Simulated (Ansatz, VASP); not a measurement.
## Two plane-wave programs on OsO3F2

```
Os O F
1.0
    11.56000    0.00000    0.00000
     0.00000   12.77000    0.00000
     0.00000    0.00000   11.95000
Os O F
1 3 2
Direct
  0.46310 0.50009 0.49995
  0.38927 0.50009 0.62333
  0.38927 0.50009 0.37657
  0.61048 0.50009 0.49995
  0.46318 0.64778 0.49995
  0.46318 0.35239 0.49995
```

Alike in both runs: task single point; functional PBE; k mesh 1 × 1 × 1; occupations gaussian, width 0.01 eV; non-collinear spin, spin-orbit coupling.

|  | VASP | Ansatz |
| --- | --- | --- |
| version | VASP 6.6.1 | Ansatz 0.2.0 |
| potentials or method | VASP PAW PBE potentials, release 64 (Os, O, F), cutoff 520 eV | plane waves, PAW |
| valence electrons in the cell | 40 | 48 |

```tsv
	VASP	Ansatz	Ansatz less VASP
rms of the force components (eV/Å)	0.521	0.155	-0.3665
```

Atom by atom the forces differ by 0.367 eV/Å (rms over components). One of these differences is far larger than is usual between the two programs; its cause wasn't traced. With one functional, cell and mesh, what is left measures potentials, basis and numerics. VASP's potentials hold 40 valence electrons a cell and Ansatz's 48, so a difference there can come from the potentials and not from the codes. Ansatz's warnings: structure snapped to symmetry, xc potential rough in thin density.
